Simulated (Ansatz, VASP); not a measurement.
## Two plane-wave programs on ScH3Br2

Contents of INCAR:

```
ALGO = Normal
EDIFF = 1E-6
EDIFFG = -0.01
ENCUT = 600
GGA = PE
IBRION = 2
ISIF = 3
ISMEAR = 0
LASPH = T
LCHARG = F
LREAL = F
LWAVE = F
NELM = 60
NSW = 100
PREC = Accurate
SIGMA = 0.1
```

KPOINTS

```
k-points
0
Gamma
  12 12 6
```

File POSCAR:

```
ScH3Br2
1.0
    3.4813221111      0.0000000000      0.0000000000
   -1.7406610555      3.0149133869      0.0000000000
    0.0000000000      0.0000000000      7.5783074975
Sc H Br
1 3 2
Direct
    0.0000000000      0.0000000000      0.0000000000
    0.3333333333      0.6666666667      0.0423741259
    0.6666666667      0.3333333333      0.9576258741
    0.0000000000      0.0000000000      0.5000000000
    0.3333333333      0.6666666667      0.6881148961
    0.6666666667      0.3333333333      0.3118851039
```

Input for Ansatz:

```yaml
crystal:
  lattice:
    - [3.4813221111, 0.0, 0.0]
    - [-1.7406610555, 3.0149133869, 0.0]
    - [0.0, 0.0, 7.5783074975]
  atoms:
    - { symbol: Sc, position: [0.0, 0.0, 0.0] }
    - { symbol: H, position: [0.3333333333, 0.6666666667, 0.0423741259] }
    - { symbol: H, position: [0.6666666667, 0.3333333333, 0.9576258741] }
    - { symbol: H, position: [0.0, 0.0, 0.5] }
    - { symbol: Br, position: [0.3333333333, 0.6666666667, 0.6881148961] }
    - { symbol: Br, position: [0.6666666667, 0.3333333333, 0.3118851039] }
basis:
  ecutwfc: 420
kpoints:
  mp_grid: { grid: [12, 12, 6] }
hamiltonian:
  xc: pbe
scf:
  occupations: { method: gaussian, width: 0.1 }
output:
  forces: true
  stress: true
  eigenvalues: true
relax:
  adjacent_minimum: "off"
  f_tol: 0.01
  max_steps: 80
  cell: { stress_tol: 0.05 }
```

Change from the starting cell: species swapped into the Sn2PbSe3 type (P-3m1, No. 164).

Alike in both runs: task relaxation of cell and atoms; functional PBE; k mesh 12 × 12 × 6; occupations gaussian, width 0.1 eV; no spin polarisation.

|  | VASP | Ansatz |
| --- | --- | --- |
| version | VASP 6.6.1 | Ansatz 0.2.0 |
| potentials or method | VASP PAW PBE potentials, release 64 (Sc_sv, H, Br), cutoff 600 eV | scalar-relativistic, plane waves, PAW |
| valence electrons in the cell | 28 | 28 |

Ansatz gave:

| Property | Result |
| --- | --- |
| gap on the k mesh at the Fermi level, each at its own relaxed structure (eV) | none |
| relaxed volume (Å³/atom) | 13.26 |
| relaxed length of the cell vector where the two differ most in proportion (Å) | 7.588 |

Problem. What did VASP give for the same quantities?

Solution. gap on the k mesh at the Fermi level, each at its own relaxed structure (eV): none; relaxed volume (Å³/atom): 13.29; relaxed length of the cell vector where the two differ most in proportion (Å): 7.596.

A gap of «none» marks a metal or a gap that the smearing closes.
